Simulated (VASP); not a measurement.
ScSi2:

```
Sc Si
1.0
     3.66000    0.00000    0.00000
    -1.83000    3.16965    0.00000
     0.00000    0.00000    3.87000
Sc Si
1 2
Direct
  0.00000 0.00000 0.00000
  0.33333 0.66667 0.50000
  0.66667 0.33333 0.50000
```

```yaml
Program: VASP 6.6.1
Task: relaxation of cell and atoms
Functional: RPBE
Potentials_or_basis: VASP PAW PBE potentials, release 64 (Sc_sv, Si)
Cutoff: 600 eV
k_mesh: 7 × 7 × 6
Occupations: methfessel-paxton, width 0.05 eV
Spin: no spin polarisation
```

At the start: pressure 27.6 GPa; volume 14.97 Å³/atom.

How do energy, volume and symmetry change on relaxing?

Over 11 steps the energy falls by 302.2 meV/atom and the volume is 17.41 Å³/atom (+16.3 %); space group P6/mmm (No. 191, to 0.1 Å) before and after.

The path:
```tsv
step	energy change (eV)	largest force (eV/Å)	pressure (GPa)	volume (Å³)
1	0.0000	0.0000	27.63	44.90
2	-0.4439	0.0000	-11.01	63.38
3	-0.8640	0.0000	-1.84	54.08
4	-0.8641	0.0000	-1.59	53.89
5	-0.8974	0.0000	-0.49	52.84
6	-0.9033	0.0000	0.12	52.32
7	-0.9010	0.0000	1.50	51.26
8	-0.9053	0.0000	0.65	51.93
9	-0.9054	0.0000	0.79	51.83
10	-0.9065	0.0000	-0.27	52.38
11	-0.9067	0.0000	0.05	52.22
```

Final structure:
```
Sc Si
1.0
     4.03642    0.00000    0.00000
    -2.01821    3.49564    0.00000
     0.00000    0.00000    3.70082
Sc Si
1 2
Direct
  0.00000 0.00000 0.00000
  0.33333 0.66667 0.50000
  0.66667 0.33333 0.50000
```

Caveat: the volume moved by over 15 % at a fixed basis, so the end points are rough; the PAW data sets were made with another functional, which shifts forces and pressure a little.
